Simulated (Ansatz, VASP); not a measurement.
One calculation of Cr, two programs

The input INCAR:

```
PREC = Accurate ; ENCUT = 520
EDIFF = 1E-7 ; ISMEAR = -1
SIGMA = 0.1 ; LREAL = False
LASPH = True ; NELM = 100
ALGO = Normal ; ISIF = 2
LWAVE = False ; LCHARG = True
GGA = PE ; LELF = True
LVHAR = True ; NBANDS = 25
```

KPOINTS

```
Automatic mesh
0
Gamma
  10 10 15
```

The input POSCAR:

```
Cr
1.0
    4.1764951678      0.0000000000      0.0000000000
   -2.0882475839      3.6169509141      0.0000000000
    0.0000000000      0.0000000000      2.2594714175
Cr
3
Direct
    1.0000000000      0.0000000000      0.0000000000
    0.3333333333      0.6666666667      0.5000000000
    0.6666666667      0.3333333333      0.5000000000
```

Input for Ansatz:

```yaml
crystal:
  lattice:
    - [4.1764951678, 0.0, 0.0]
    - [-2.0882475839, 3.6169509141, 0.0]
    - [0.0, 0.0, 2.2594714175]
  atoms:
    - { symbol: Cr, position: [1.0, 0.0, 0.0] }
    - { symbol: Cr, position: [0.3333333333, 0.6666666667, 0.5] }
    - { symbol: Cr, position: [0.6666666667, 0.3333333333, 0.5] }
hamiltonian:
  xc: pbe
  pseudopotentials:
    kind: paw
    azcp:
      Cr: "pseudopotentials/Cr.paw.azcp"
basis:
  ecutwfc: 420
  fft_grid_basis: typed
kpoints:
  mp_grid: { grid: [10, 10, 15], shift: [0, 0, 0] }
magnetization:
  spin_polarized: false
scf:
  occupations: { method: fermi_dirac, width: 0.1 }
  lower_state_search: "off"
output:
  stress: true
```

Alike in both runs: task single point; functional PBE; k mesh 10 × 10 × 15; occupations fermi-dirac, width 0.1 eV; no spin polarisation.

|  | VASP | Ansatz |
| --- | --- | --- |
| version | VASP 6.6.1 | Ansatz 0.2.0 |
| potentials or method | VASP PAW PBE potentials, release 64 (Cr_pv), cutoff 520 eV | plane waves (420 eV) with PAW, scalar-relativistic |
| valence electrons in the cell | 36 | 42 |

|  | VASP | Ansatz | Ansatz less VASP |
| --- | --- | --- | --- |
| pressure (GPa) | 10.2 | 10.5 | +0.33 |
| traceless stress, the component that is largest in VASP (GPa) | 1.01 | 0.94 | -0.065 |

VASP's potentials hold 36 valence electrons a cell and Ansatz's 42, so a difference there can come from the potentials and not from the codes.
